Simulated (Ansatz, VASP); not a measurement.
# Ag2Ir: VASP beside Ansatz

```
CELL_PARAMETERS angstrom
1.39527 0.80556 7.26840
-1.39527 0.80556 7.26840
0.00000 -1.61112 7.26840
ATOMIC_POSITIONS crystal
Ag 0.77676 0.77676 0.77676
Ag 0.22324 0.22324 0.22324
Ir 0.00000 0.00000 0.00000
```

Alike in both runs: functional PBE; k mesh 18 × 18 × 18; occupations gaussian, width 0.1 eV; no spin polarisation.

Ansatz relaxed the structure, and its values are those at the end. VASP's run is a single point on that final structure, the one shown.

|  | VASP | Ansatz |
| --- | --- | --- |
| version | VASP 6.6.1 | Ansatz 0.2.0 |
| potentials or method | VASP PAW PBE potentials, release 64 (Ag, Ir), cutoff 520 eV | scalar-relativistic, plane waves, PAW |
| valence electrons in the cell | 31 | 55 |

|  | VASP | Ansatz | Ansatz less VASP |
| --- | --- | --- | --- |
| gap on the k mesh at the Fermi level (eV) | none | none | - |
| pressure (GPa) | -0.1 | 0.0 | +0.10 |

A gap of «none» marks a metal or a gap that the smearing closes. VASP's potentials hold 31 valence electrons a cell and Ansatz's 55, so a difference there can come from the potentials and not from the codes.

Spin-orbit coupling is off throughout.
